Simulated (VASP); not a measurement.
# Au (P-1) in VASP: single point with PBEsol

Aim: the single point of Au with PBEsol.

Everything below comes from runs of VASP 6.6.1. Logs are shortened: lines on timing, memory, paths and dates and some standing lists are left out, and cuts for length are marked.

## (1) The cell of the first run

The typed cell holds 2 atoms: a = 2.900 Å, b = 2.900 Å, c = 4.880 Å, α = 90.00°, β = 90.00°, γ = 120.00°.

## (2) Single point, PBEsol (atom 1 (Au) moved by (-0.450, -0.225) A along [1 1 0] and z)

The input, INCAR:

```
PREC = Accurate
ENCUT = 520
EDIFF = 1E-7
ISMEAR = 0
SIGMA = 0.15
LREAL = False
LASPH = True
NELM = 100
ALGO = Fast
ISIF = 2
LWAVE = False
LCHARG = False
GGA = PS
NBANDS = 18
```

The input, KPOINTS:

```
regular mesh
0
Gamma
  18 18 10
```

The input, POSCAR:

```
Au
1.0
    2.8999984104      0.0000000000      0.0000000000
   -1.4499992052      2.5114722944      0.0000000000
    0.0000000000      0.0000000000      4.8800000000
Au
2
Direct
    0.1602608998      0.5399688519      0.7038934426
    0.6666666667      0.3333333333      0.2500000000
```

Potentials or basis: VASP PAW PBE potentials, release 64 (Au).

Run with:

```bash
cat potpaw_PBE.64/Au/POTCAR > POTCAR
mpirun -np 1 vasp_std > vasp.out
```

OUTCAR:

```text
PREC = Accurate
   ENCUT = 520
   EDIFF = 1E-7
   ISMEAR = 0
   LREAL = False
   LASPH = True
   NELM = 100
   ISIF = 2
   GGA = PS

 ion  position               nearest neighbor table
   1  0.160  0.540  0.704-   2 2.54   2 2.88   2 2.94   2 3.00   2 3.24   2 3.34
   2  0.667  0.333  0.250-   1 2.54   1 2.88   1 2.94   1 3.00   1 3.24   1 3.34

  LATTYP: Found a hexagonal cell.
 ALAT       =     2.8999984104
 C/A-ratio  =     1.6827595431

  Lattice vectors:

 A1 = (   2.8999984104,   0.0000000000,   0.0000000000)
 A2 = (  -1.4499992052,   2.5114722944,   0.0000000000)
 A3 = (   0.0000000000,   0.0000000000,   4.8800000000)

Analysis of symmetry for initial positions (statically):
=====================================================================
 Subroutine PRICEL returns:
 Original cell was already a primitive cell.

 Routine SETGRP: Setting up the symmetry group for a
 hexagonal supercell.

 Subroutine GETGRP returns: Found  2 space group operations
 (whereof  1 operations were pure point group operations)
 out of a pool of 24 trial point group operations.

The static configuration has the point symmetry C_1 .
 The point group associated with its full space group is S_2 .

Analysis of symmetry for dynamics (positions and initial velocities):
=====================================================================
 Subroutine PRICEL returns:
 Original cell was already a primitive cell.

 Routine SETGRP: Setting up the symmetry group for a
 hexagonal supercell.

 Subroutine GETGRP returns: Found  2 space group operations
 (whereof  1 operations were pure point group operations)
 out of a pool of 24 trial point group operations.

The dynamic configuration has the point symmetry C_1 .
 The point group associated with its full space group is S_2 .

 Subroutine INISYM returns: Found  2 space group operations
 (whereof  1 operations are pure point group operations),
 and found     1 'primitive' translations

----------------------------------------------------------------------------------------

                                     Primitive cell

  volume of cell :      35.5423

  direct lattice vectors                    reciprocal lattice vectors
     2.899998410  0.000000000  0.000000000     0.344827775  0.199086409  0.000000000
    -1.449999205  2.511472294  0.000000000     0.000000000  0.398172818  0.000000000
     0.000000000  0.000000000  4.880000000     0.000000000  0.000000000  0.204918033

  length of vectors
     2.899998410  2.899998410  4.880000000     0.398172818  0.398172818  0.204918033

  position of ions in fractional coordinates (direct lattice)
     0.160260900  0.539968852  0.703893443
     0.666666667  0.333333333  0.250000000

  ion indices of the primitive-cell ions
   primitive index   ion index
                 1           1
                 2           2

----------------------------------------------------------------------------------------

 KPOINTS: regular mesh

Automatic generation of k-mesh.
 Grid dimensions read from file:
 generate k-points for:   18   18   10

 Generating k-lattice:

  Cartesian coordinates                     Fractional coordinates (reciprocal lattice)
     0.019157099  0.011060356  0.000000000     0.055555556  0.000000000  0.000000000
     0.000000000  0.022120712  0.000000000     0.000000000  0.055555556  0.000000000
     0.000000000  0.000000000  0.020491803     0.000000000  0.000000000  0.100000000

  Length of vectors
     0.022120712  0.022120712  0.020491803

  Shift w.r.t. Gamma in fractional coordinates (k-lattice)
     0.000000000  0.000000000  0.000000000

 Subroutine IBZKPT returns following result:
 ===========================================

 Found   1624 irreducible k-points:

 Following reciprocal coordinates:
            Coordinates               Weight
  0.000000  0.000000  0.000000      1.000000
  0.055556  0.000000  0.000000      2.000000
  0.000000  0.055556  0.000000      2.000000
 -0.055556  0.055556  0.000000      2.000000
  0.111111  0.000000  0.000000      2.000000
  0.000000  0.111111  0.000000      2.000000
[... 16 lines left out ...]
  0.444444 -0.000000  0.000000      2.000000
  0.000000  0.444444  0.000000      2.000000
 [... further k-points ...]
   k-points           NKPTS =   1624   k-points in BZ     NKDIM =   1624   number of bands    NBANDS=     18
   number of dos      NEDOS =    301   number of ions     NIONS =      2
   total plane-waves  NPLWV =  20736
   dimension x,y,z NGX =    24 NGY =   24 NGZ =   36
   dimension x,y,z NGXF=    48 NGYF=   48 NGZF=   72
   ions per type =               2
   NGX,Y,Z   is equivalent  to a cutoff of  13.76, 13.76, 12.26 a.u.
   NGXF,Y,Z  is equivalent  to a cutoff of  27.52, 27.52, 24.53 a.u.
 SYSTEM =  unknown system
   PREC   = accura    normal or accurate (medium, high low for compatibility)
   ISTART =      0    job   : 0-new  1-cont  2-samecut
   ICHARG =      2    charge: 1-file 2-atom 10-const
   ISPIN  =      1    spin polarized calculation?
   LNONCOLLINEAR =      F non collinear calculations
   LSORBIT =      F    spin-orbit coupling
   LASPH  =      T    aspherical Exc in radial PAW
   ENCUT  =  520.0 eV  38.22 Ry    6.18 a.u.   5.39  5.39  9.07*2*pi/ulx,y,z
   NELM   =    100;   NELMIN=  2; NELMDL= -5     # of ELM steps
   EDIFF  = 0.1E-06   stopping-criterion for ELM
   LREAL  =      F    real-space projection
   EDIFFG = 0.1E-05   stopping-criterion for IOM
   NSW    =      0    number of steps for IOM
   IBRION =     -1    ionic relax: 0-MD 1-quasi-New 2-CG
   NFREE  =      0    steps in history (QN), initial steepest desc. (CG)
   ISIF   =      2    stress and relaxation
   ISYM   =      2    0-nonsym 1-usesym 2-fastsym
   POTIM  = 0.5000    time-step for ionic-motion
   TEBEG  =    0.0;   TEEND  =   0.0 temperature during run
   PSTRESS=    0.0 pullay stress
   NELECT =      22.0000    total number of electrons
   NUPDOWN=      -1.0000    fix difference up-down
   EMIN   =  10.00;   EMAX   =-10.00  energy-range for DOS
   EFERMI =   0.00;   METHOD = LEGACY
   ISMEAR =     0;   SIGMA  =   0.15  broadening in eV -4-tet -1-fermi 0-gaus
   EFERMI_NEDOS =   21; number of points for ismear=-14 and -15
   IALGO  =     68    algorithm
   IMIX   =      4    mixing-type and parameters
     AMIX     =   0.40;   BMIX     =  1.00
     AMIX_MAG =   1.60;   BMIX_MAG =  1.00
  volume/ion in A,a.u.               =      17.77       119.93
  Fermi-wavevector in a.u.,A,eV,Ry     =   1.395191  2.636529 26.484537  1.946559
  Thomas-Fermi vector in A             =   2.518667
   LORBIT       =      0    0 simple, 1 ext, 2 COOP (PROOUT), +10 PAW based schemes
   GGA     = PS    functional components
   LHFCALC =     F    Hartree Fock is set to
   AEXX    =    0.0000 exact exchange contribution
   IVDW    =     0    specifies the selected vdW correction
   LEPSILON=     F    determine dielectric tensor
   LRPA    =     F    only Hartree local field effects (RPA)
 non-spin polarized calculation
 RMM-DIIS sequential band-by-band and
 Gauss-broadening in eV      SIGMA  =   0.15
  energy-cutoff  :      520.00
  volume of cell :       35.54
 maximum number of plane-waves:       984
 NGX is ok and might be reduce to    24
   NGX = 11   NGY = 11   NGZ = 19

 number of electron      22.0000001 magnetization

 Free energy of the ion-electron system (eV)
  ---------------------------------------------------
  ext. energy  EPLUGINS =         0.00000000
  ---------------------------------------------------
  free energy    TOTEN  =        -7.51349417 eV

  energy without entropy =       -7.50444253  energy(sigma->0) =       -7.50896835

 E-fermi :   8.5955     XC(G=0): -12.6022

 val. band max:        8.5944789559   @ k =  -0.3333   0.4444   0.5000
 cond. band min:       8.5976089401   @ k =  -0.1667   0.4444   0.5000
 fundamental gap:      0.0031299842
 Fermi energy:         8.5955287000

 k-point     1 :       0.0000    0.0000    0.0000
  band No.  band energies     occupation
      1      -0.9602      2.00000
      2       1.5003      2.00000
      3       3.3916      2.00000
      4       4.1226      2.00000
      5       4.2563      2.00000
      6       4.2625      2.00000
[... 10 lines left out ...]
     17      26.5341      0.00000
     18      28.5841      0.00000

 k-point     2 :       0.0556    0.0000    0.0000
  band No.  band energies     occupation
      1      -0.8647      2.00000
      2       1.5842      2.00000
      3       3.3915      2.00000
      4       4.0885      2.00000
      5       4.2985      2.00000
      6       4.3078      2.00000
[... 10 lines left out ...]
     17      26.0939      0.00000
     18      27.1734      0.00000

 k-point     3 :       0.0000    0.0556    0.0000
  band No.  band energies     occupation
      1      -0.8682      2.00000
      2       1.5719      2.00000
      3       3.4058      2.00000
      4       4.1725      2.00000
      5       4.2334      2.00000
      6       4.2535      2.00000
[... 10 lines left out ...]
     17      25.9358      0.00000
     18      27.6578      0.00000

 k-point     4 :      -0.0556    0.0556    0.0000
  band No.  band energies     occupation
      1      -0.8667      2.00000
      2       1.5777      2.00000
      3       3.4107      2.00000
      4       4.1043      2.00000
      5       4.2399      2.00000
      6       4.3018      2.00000
[... 375 lines left out ...]
      4       3.6607      2.00000
      5       4.5544      2.00000
      6       4.8596      2.00000
[... 10 lines left out ...]
     17      21.6709      0.00000
     18      23.9735      0.00000

 k-point    23 :       0.4444   -0.0000    0.0000
  band No.  band energies     occupation
      1       2.0178      2.00000
      2       2.3720      2.00000
      3       2.7143      2.00000
      4       3.5884      2.00000
      5       4.1471      2.00000
      6       4.2868      2.00000
[... 10 lines left out ...]
     17      19.4835      0.00000
     18      23.8679      0.00000

 k-point    24 :       0.0000    0.4444    0.0000
  band No.  band energies     occupation
      1       1.5668      2.00000
      2       1.9904      2.00000
      3       2.2596      2.00000
      4       3.7714      2.00000
      5       4.6315      2.00000
      6       5.1709      2.00000
[... 10 lines left out ...]
     17      21.5258      0.00000
     18      24.0584      0.00000

 [... further k-points ...]

------------------------ aborting loop because EDIFF is reached ----------------------------------------

  FORCE on cell =-STRESS in cart. coord.  units (eV):
  Direction    XX          YY          ZZ          XY          YZ          ZX
  --------------------------------------------------------------------------------------
  -------------------------------------------------------------------------------------
  Total       -0.3818884     -1.0554313      1.6596258      0.2900418      0.6858887      1.3129965
  in kB      -17.2147636    -47.5767284     74.8126048     13.0745033     30.9184882     59.1872501
  external PRESSURE =       3.3403709 kB  Pullay stress =       0.0000000 kB

 VOLUME and BASIS-vectors are now :
 -----------------------------------------------------------------------------
  energy-cutoff  :      520.00
  volume of cell :       35.54
      direct lattice vectors                 reciprocal lattice vectors
     2.899998410  0.000000000  0.000000000     0.344827775  0.199086409  0.000000000
    -1.449999205  2.511472294  0.000000000     0.000000000  0.398172818  0.000000000
     0.000000000  0.000000000  4.880000000     0.000000000  0.000000000  0.204918033

 POSITION                                       TOTAL-FORCE (eV/Angst)
 -----------------------------------------------------------------------------------
     -0.31820      1.35612      3.43500         0.658017      0.296672      2.080825
      1.45000      0.83716      1.22000        -0.658017     -0.296672     -2.080825
 -----------------------------------------------------------------------------------
    total drift:                               -0.000003     -0.000000     -0.000005

  FREE ENERGIE OF THE ION-ELECTRON SYSTEM (eV)
  ---------------------------------------------------
  free  energy   TOTEN  =        -7.5134941728 eV

  energy  without entropy=       -7.5044425313  energy(sigma->0) =       -7.50896835
```

Run time: 5.7 min. Hardware: 1 thread of Intel Xeon 6975P-C (Granite Rapids), shared host; peak memory 0.87 GiB.

What came out:

- Free energy: -7.5135 eV
- Pressure: 0.3 GPa
- Largest force: 2.202 eV/Å
- Band gap on the k mesh: zero (bands 11 and 12 overlap by 5.59 eV)

Forces on the atoms (eV/Å):
```
Au   0.658  0.297  2.081
Au  -0.658 -0.297 -2.081
```

Levels at points of the mesh, in eV from the Fermi level:
| k point | band 9 | band 10 | band 11 | band 12 | band 13 | band 14 |
| --- | --- | --- | --- | --- | --- | --- |
| (0.00, 0.00, 0.00) | -2.82 | -2.63 | -1.79 | -0.89 | 2.46 | 14.45 |
| (0.50, 0.00, 0.00) | -1.98 | -1.58 | 0.80 | 1.09 | 5.89 | 6.47 |
| (0.00, 0.50, 0.00) | -1.76 | -1.72 | -0.23 | 1.84 | 4.86 | 6.08 |
| (0.50, 0.50, 0.00) | -1.79 | -1.72 | 0.14 | 1.64 | 5.14 | 6.98 |
| (0.00, 0.00, 0.50) | -3.03 | -2.51 | -2.43 | -2.18 | 8.82 | 11.87 |
| (0.50, 0.00, 0.50) | -1.69 | -1.64 | 0.03 | 0.06 | 3.97 | 4.04 |
| (0.00, 0.50, 0.50) | -1.74 | -1.73 | 0.86 | 1.45 | 2.99 | 3.66 |
| (0.50, 0.50, 0.50) | -1.78 | -1.65 | 0.49 | 1.01 | 3.33 | 3.94 |

Caveat: the cell differs from its parent crystal (atom 1 (Au) moved by (-0.450, -0.225) A along [1 1 0] and z); the stress differs along the axes, from -5 to 7 GPa; the PAW data sets were made with another functional, which shifts forces and pressure a little; spin-orbit coupling is left out, which moves the levels of the heavy elements.
